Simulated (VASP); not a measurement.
The system is KCl.

```
K Cl
1.0
     3.70488    0.00000    0.00000
     0.00000    3.70488    0.00000
     0.00000    0.00000    3.70488
K Cl
1 1
Direct
  0.00000 0.00000 0.00000
  0.50000 0.50000 0.50000
```

```yaml
Program: VASP 6.6.1
Task: relaxation of cell and atoms
Functional: PBE
Potentials_or_basis: VASP PAW PBE potentials, release 64 (K_sv, Cl)
Cutoff: 600 eV
k_mesh: 6 × 6 × 6
Occupations: fermi-dirac, width 0.02 eV
Spin: no spin polarisation
```

At the start: pressure 2.6 GPa; volume 25.43 Å³/atom.

**Question.** Where does the relaxation end?

**Answer.** Over 4 steps the energy falls by 20.7 meV/atom and the volume is 28.29 Å³/atom (+11.2 %); space group Pm-3m (No. 221, to 0.05 Å).

Step by step:
```tsv
step	energy change (eV)	largest force (eV/Å)	pressure (GPa)	volume (Å³)
1	0.0000	0.0000	2.58	50.85
2	-0.0336	0.0000	1.00	53.93
3	-0.0410	0.0000	-0.19	57.11
4	-0.0413	0.0000	-0.01	56.57
```

Final structure:
```
K Cl
1.0
     3.83885    0.00000    0.00000
     0.00000    3.83885    0.00000
     0.00000    0.00000    3.83885
K Cl
1 1
Direct
  0.00000 0.00000 0.00000
  0.50000 0.50000 0.50000
```
